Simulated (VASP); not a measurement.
# In in VASP: notebook

In is run at these levels: PBE; tasks: electric field gradients.

Program: VASP 6.6.1. These are calculated values, not measurements. Logs are shortened: lines on timing, memory, paths and dates and some standing lists are left out, and cuts for length are marked.

## (1) The cell of the first run

The structure is monoclinic, space group C2/m (No. 12). The conventional cell has a = 4.532 Å, b = 4.668 Å, c = 3.283 Å, α = 90.00°, β = 131.14°, γ = 90.00°. Within 4.3 Å of In (site symmetry 2/m) lie 12 In at 3.25 to 3.43 Å.

## (2) Electric field gradients, PBE (equal xy, yz and zx shear strains of -3 %)

INCAR

```
SYSTEM = In
PREC     = Accurate       ! precision mode
ENCUT    = 400            ! plane-wave cutoff, eV
EDIFF    = 1E-8           ! SCF threshold, eV
ISMEAR   = -1             ! smearing method
SIGMA    = 0.05           ! smearing width, eV
LREAL    = .False.        ! projectors in reciprocal space
LASPH    = .True.         ! aspherical terms in the spheres
NELM     = 120            ! most SCF steps
ALGO     = Normal         ! electronic algorithm
ISIF     = 2              ! what is computed and relaxed
LWAVE    = .False.        ! write WAVECAR
LCHARG   = .False.        ! write CHGCAR
GGA      = PE             ! functional
LEFG     = .True.       
NBANDS   = 12             ! bands
GGA_COMPAT= .False.
```

KPOINTS

```
regular mesh
0
Gamma
  12 12 14
  0 0 0
```

POSCAR

```
In
1.0
   -1.6876515000      1.6134330000      2.4739500000
    1.6134330000     -1.6876515000      2.4739500000
    1.6388670000      1.6388670000     -2.5227345000
In
1
Direct
    0.0000000000      0.0000000000      0.0000000000
```

Potentials or basis: VASP PAW PBE potentials, release 64 (In_d).

Run with:

```sh
$ cat potpaw_PBE.64/In_d/POTCAR > POTCAR
$ mpirun -np 1 vasp_std > vasp.out
```

OUTCAR:

```text
SYSTEM = In
   PREC = Accurate
   ENCUT = 400
   EDIFF = 1E-8
   ISMEAR = -1
   LREAL = .False.
   LASPH = .True.
   NELM = 120
   ISIF = 2
   GGA = PE

 ion  position               nearest neighbor table
   1  0.000  0.000  0.000-

  Warning from LATTYP: Got some problem with cell dimensions!
  Tried to take original basis but could not verify dimensions!
  LATTYP: Found a base centered monoclinic cell.
 ALAT       =     4.5315055806
 B/A-ratio  =     1.0302179678
 C/A-ratio  =     0.7244694459
 COS(beta)  =    -0.6579526451

  Lattice vectors:

 A1 = (  -3.2523000000,   0.0487845000,   0.0487845000)
 A2 = (   0.0487845000,  -3.2523000000,   0.0487845000)
 A3 = (   1.5646485000,   1.5646485000,   2.4251655000)

Analysis of symmetry for initial positions (statically):
=====================================================================
 Subroutine PRICEL returns:
 Original cell was already a primitive cell.

 Routine SETGRP: Setting up the symmetry group for a
 base centered monoclinic supercell.

 Subroutine GETGRP returns: Found  4 space group operations
 (whereof  4 operations were pure point group operations)
 out of a pool of  4 trial point group operations.

The static configuration has the point symmetry C_2h.

Analysis of symmetry for dynamics (positions and initial velocities):
=====================================================================
 Subroutine PRICEL returns:
 Original cell was already a primitive cell.

 Routine SETGRP: Setting up the symmetry group for a
 base centered monoclinic supercell.

 Subroutine GETGRP returns: Found  4 space group operations
 (whereof  4 operations were pure point group operations)
 out of a pool of  4 trial point group operations.

The dynamic configuration has the point symmetry C_2h.

 Subroutine INISYM returns: Found  4 space group operations
 (whereof  4 operations are pure point group operations),
 and found     1 'primitive' translations

----------------------------------------------------------------------------------------

                                     Primitive cell

  volume of cell :      26.1503

  direct lattice vectors                    reciprocal lattice vectors
    -1.687651500  1.613433000  2.473950000     0.007763658  0.310694407  0.206882815
     1.613433000 -1.687651500  2.473950000     0.310694407  0.007763658  0.206882815
     1.638867000  1.638867000 -2.522734500     0.312299741  0.312299741  0.009368992

  length of vectors
     3.401729300  3.401729300  3.425778663     0.373352097  0.373352097  0.441757892

  position of ions in fractional coordinates (direct lattice)
     0.000000000  0.000000000  0.000000000

  ion indices of the primitive-cell ions
   primitive index   ion index
                 1           1

----------------------------------------------------------------------------------------

 KPOINTS: regular mesh

Automatic generation of k-mesh.
 Grid dimensions read from file:
 generate k-points for:   12   12   14

 Generating k-lattice:

  Cartesian coordinates                     Fractional coordinates (reciprocal lattice)
     0.000646972  0.025891201  0.017240235     0.083333333  0.000000000 -0.000000000
     0.025891201  0.000646972  0.017240235     0.000000000  0.083333333 -0.000000000
     0.022307124  0.022307124  0.000669214    -0.000000000 -0.000000000  0.071428571

  Length of vectors
     0.031112675  0.031112675  0.031554135

  Shift w.r.t. Gamma in fractional coordinates (k-lattice)
     0.000000000  0.000000000  0.000000000

 Subroutine IBZKPT returns following result:
 ===========================================

 Found    554 irreducible k-points:

 Following reciprocal coordinates:
            Coordinates               Weight
  0.000000  0.000000  0.000000      1.000000
  0.083333 -0.000000  0.000000      4.000000
  0.166667 -0.000000  0.000000      4.000000
  0.250000 -0.000000  0.000000      4.000000
  0.333333 -0.000000  0.000000      4.000000
  0.416667  0.000000 -0.000000      4.000000
[... 16 lines left out ...]
  0.500000  0.166667  0.000000      4.000000
 -0.416667  0.166667  0.000000      4.000000
 [... further k-points ...]
   k-points           NKPTS =    554   k-points in BZ     NKDIM =    554   number of bands    NBANDS=     12
   number of dos      NEDOS =    301   number of ions     NIONS =      1
   total plane-waves  NPLWV =  13824
   dimension x,y,z NGX =    24 NGY =   24 NGZ =   24
   dimension x,y,z NGXF=    48 NGYF=   48 NGZF=   48
   ions per type =               1
   NGX,Y,Z   is equivalent  to a cutoff of  11.73, 11.73, 11.65 a.u.
   NGXF,Y,Z  is equivalent  to a cutoff of  23.46, 23.46, 23.29 a.u.
 SYSTEM =  In
   PREC   = accura    normal or accurate (medium, high low for compatibility)
   ISTART =      0    job   : 0-new  1-cont  2-samecut
   ICHARG =      2    charge: 1-file 2-atom 10-const
   ISPIN  =      1    spin polarized calculation?
   LNONCOLLINEAR =      F non collinear calculations
   LSORBIT =      F    spin-orbit coupling
   LASPH  =      T    aspherical Exc in radial PAW
   ENCUT  =  400.0 eV  29.40 Ry    5.42 a.u.   5.55  5.55  5.59*2*pi/ulx,y,z
   NELM   =    120;   NELMIN=  2; NELMDL= -5     # of ELM steps
   EDIFF  = 0.1E-07   stopping-criterion for ELM
   LREAL  =      F    real-space projection
   EDIFFG = 0.1E-06   stopping-criterion for IOM
   NSW    =      0    number of steps for IOM
   IBRION =     -1    ionic relax: 0-MD 1-quasi-New 2-CG
   NFREE  =      0    steps in history (QN), initial steepest desc. (CG)
   ISIF   =      2    stress and relaxation
   ISYM   =      2    0-nonsym 1-usesym 2-fastsym
   POTIM  = 0.5000    time-step for ionic-motion
   TEBEG  =    0.0;   TEEND  =   0.0 temperature during run
   PSTRESS=    0.0 pullay stress
   NELECT =      13.0000    total number of electrons
   NUPDOWN=      -1.0000    fix difference up-down
   EMIN   =  10.00;   EMAX   =-10.00  energy-range for DOS
   EFERMI =   0.00;   METHOD = LEGACY
   ISMEAR =    -1;   SIGMA  =   0.05  broadening in eV -4-tet -1-fermi 0-gaus
   EFERMI_NEDOS =   21; number of points for ismear=-14 and -15
   IALGO  =     38    algorithm
   IMIX   =      4    mixing-type and parameters
     AMIX     =   0.40;   BMIX     =  1.00
     AMIX_MAG =   1.60;   BMIX_MAG =  1.00
  volume/ion in A,a.u.               =      26.15       176.47
  Fermi-wavevector in a.u.,A,eV,Ry     =   1.296873  2.450734 22.883346  1.681878
  Thomas-Fermi vector in A             =   2.428301
   LORBIT       =      0    0 simple, 1 ext, 2 COOP (PROOUT), +10 PAW based schemes
   GGA     = PE    functional components
   LHFCALC =     F    Hartree Fock is set to
   AEXX    =    0.0000 exact exchange contribution
   IVDW    =     0    specifies the selected vdW correction
   LEPSILON=     F    determine dielectric tensor
   LRPA    =     F    only Hartree local field effects (RPA)
 non-spin polarized calculation
  energy-cutoff  :      400.00
  volume of cell :       26.15
 maximum number of plane-waves:       489
 NGX is ok and might be reduce to    24
   NGX = 11   NGY = 11   NGZ = 11

 number of electron      12.9999998 magnetization

 Free energy of the ion-electron system (eV)
  ---------------------------------------------------
  ext. energy  EPLUGINS =         0.00000000
  ---------------------------------------------------
  free energy    TOTEN  =        -2.55175488 eV

  energy without entropy =       -2.54844543  energy(sigma->0) =       -2.55010015

 E-fermi :   7.5172     XC(G=0): -10.2540

 val. band max:        7.4996171026   @ k =  -0.4167  -0.4167   0.1429
 cond. band min:       7.5284407205   @ k =  -0.4167  -0.4167   0.2143
 fundamental gap:      0.0288236180
 Fermi energy:         7.5171689743

 k-point     1 :       0.0000    0.0000    0.0000
  band No.  band energies     occupation
      1      -7.1825      2.00000
      2      -7.1027      2.00000
      3      -7.0492      2.00000
      4      -6.9888      2.00000
      5      -6.8861      2.00000
      6      -2.0206      2.00000
      7      17.5708      0.00000
      8      17.8891      0.00000
      9      18.7383      0.00000
     10      19.3596      0.00000
     11      21.0175      0.00000
     12      21.4536      0.00000

 k-point     2 :       0.0833   -0.0000    0.0000
  band No.  band energies     occupation
      1      -7.1703      2.00000
      2      -7.0908      2.00000
      3      -7.0470      2.00000
      4      -6.9898      2.00000
      5      -6.8916      2.00000
      6      -1.8639      2.00000
      7      16.7826      0.00000
      8      17.3050      0.00000
      9      17.7911      0.00000
     10      19.0275      0.00000
     11      21.4645      0.00000
     12      21.9810      0.00000

 k-point     3 :       0.1667   -0.0000    0.0000
  band No.  band energies     occupation
      1      -7.1488      2.00000
      2      -7.0794      2.00000
      3      -7.0297      2.00000
      4      -6.9776      2.00000
      5      -6.9008      2.00000
      6      -1.3887      2.00000
      7      13.8897      0.00000
      8      16.5904      0.00000
      9      17.3742      0.00000
     10      18.8451      0.00000
     11      20.7931      0.00000
     12      22.4986      0.00000
[... 286 lines left out ...]
 k-point    23 :       0.5000    0.1667    0.0000
  band No.  band energies     occupation
      1      -7.1487      2.00000
      2      -7.0824      2.00000
      3      -7.0373      2.00000
      4      -6.8727      2.00000
      5      -6.7768      2.00000
      6       3.0585      2.00000
      7       5.8766      2.00000
      8      12.6935      0.00000
      9      13.5889      0.00000
     10      16.3750      0.00000
     11      20.8614      0.00000
     12      23.8291      0.00000

 k-point    24 :      -0.4167    0.1667    0.0000
  band No.  band energies     occupation
      1      -7.1566      2.00000
      2      -7.0765      2.00000
      3      -7.0214      2.00000
      4      -6.9036      2.00000
      5      -6.7922      2.00000
      6       1.5346      2.00000
      7       8.1037      0.00002
      8      13.1317      0.00000
      9      13.8179      0.00000
     10      16.2395      0.00000
     11      21.3770      0.00000
     12      22.8403      0.00000

 [... further k-points ...]

------------------------ aborting loop because EDIFF is reached ----------------------------------------

  FORCE on cell =-STRESS in cart. coord.  units (eV):
  Direction    XX          YY          ZZ          XY          YZ          ZX
  --------------------------------------------------------------------------------------
  -------------------------------------------------------------------------------------
  Total        0.3247889      0.3247889      0.3467465      0.0273402      0.0138223      0.0138223
  in kB       19.8992068     19.8992068     21.2445127      1.6750856      0.8468665      0.8468669
  external PRESSURE =      20.3476421 kB  Pullay stress =       0.0000000 kB

 VOLUME and BASIS-vectors are now :
 -----------------------------------------------------------------------------
  energy-cutoff  :      400.00
  volume of cell :       26.15
      direct lattice vectors                 reciprocal lattice vectors
    -1.687651500  1.613433000  2.473950000     0.007763658  0.310694407  0.206882815
     1.613433000 -1.687651500  2.473950000     0.310694407  0.007763658  0.206882815
     1.638867000  1.638867000 -2.522734500     0.312299741  0.312299741  0.009368992

 POSITION                                       TOTAL-FORCE (eV/Angst)
 -----------------------------------------------------------------------------------
      0.00000      0.00000      0.00000         0.000000     -0.000000      0.000000
 -----------------------------------------------------------------------------------
    total drift:                                0.000000      0.000000     -0.000000

  FREE ENERGIE OF THE ION-ELECTRON SYSTEM (eV)
  ---------------------------------------------------
  free  energy   TOTEN  =        -2.5517548791 eV

  energy  without entropy=       -2.5484454274  energy(sigma->0) =       -2.55010015

 Electric field gradients (V/A^2)
---------------------------------------------------------------------
 ion       V_xx      V_yy      V_zz      V_xy      V_xz      V_yz
---------------------------------------------------------------------
   1      -8.748    -8.748    17.497    -1.451    -7.035    -7.035
---------------------------------------------------------------------

 Electric field gradients after diagonalization (V/A^2)
 (convention: |V_zz| > |V_xx| > |V_yy|)
----------------------------------------------------------------------
 ion       V_xx      V_yy      V_zz     asymmetry (V_yy - V_xx)/ V_zz
----------------------------------------------------------------------
   1     -13.403    -7.298    20.701       0.295
----------------------------------------------------------------------

           NMR quadrupolar parameters

 Cq : quadrupolar parameter    Cq=e*Q*V_zz/h
 eta: asymmetry parameters     (V_yy - V_xx)/ V_zz
 Q  : nuclear electric quadrupole moment in mb (millibarn)
----------------------------------------------------------------------
 ion       Cq(MHz)       eta       Q (mb)
----------------------------------------------------------------------
   1       0.050       0.295       1.000
----------------------------------------------------------------------
```

Run time: 62 s. Hardware: 1 thread of Intel Xeon Platinum 8488C (Sapphire Rapids), shared host; peak memory 0.23 GiB.

What came out:

```yaml
Free_energy: -2.5518 eV
Pressure: 2.0 GPa
Band_gap_on_the_k_mesh: zero (an odd number of electrons rules out a gap without spin polarisation)
Largest_electric_field_gradient_by_atom: In +20.7 V/Å²
```

Electric field gradients, principal values (V/Å²):
| atom | least | middle | greatest (by size) |
| --- | --- | --- | --- |
| 1 In | -7.298 | -13.403 | 20.701 |

Caveat: the cell differs from its parent crystal (equal xy, yz and zx shear strains of -3 %); without QUAD_EFG the Cq values of the log hold for a quadrupole moment of 1 mb, not for the nuclei; spin-orbit coupling is left out, which moves the levels of the heavy elements.

[end of part 1 of 3]
